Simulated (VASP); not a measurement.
Runs of VASP 6.6.1 on Lu. The structure is that of space group Fd-3m (No. 227), or close to it. The cells are those of the table. This isn't the form of Lu at room conditions, which is hcp.

```tsv
task	cell	cutoff (eV)	gap on the mesh (eV)	pressure (GPa)
relaxation of cell and atoms	relaxed from a = 4.766 Å, angles 60.0°, 2 atoms	600	none	0.0
single point	a = 3.844 Å, angles 60.0°, 2 atoms	520	none	43.2
single point	a = 3.704 Å, angles 60.0°, 2 atoms	520	none	66.2
single point	a = 5.237 Å, angles 60.0°, 2 atoms	520	none	0.0
single point	a = 4.118 Å, angles 60.0°, 2 atoms	520	none	(a)
```

Alike in all rows: level PBE; potentials or basis VASP PAW PBE potentials, release 64 (Lu); no spin polarisation; k mesh 11 × 11 × 11; smearing fermi-dirac 0.1 eV.

Problem. Fill in the values left out.

Solution. (a) 20.9.

Caveats: spin-orbit coupling is left out, which moves the levels of the heavy elements; the cell stands under pressure (at least some runs).

A k mesh can miss the band edges, and the runs leave out spin-orbit coupling on Lu.

A gap of «none» marks levels without a gap at the run's occupations.
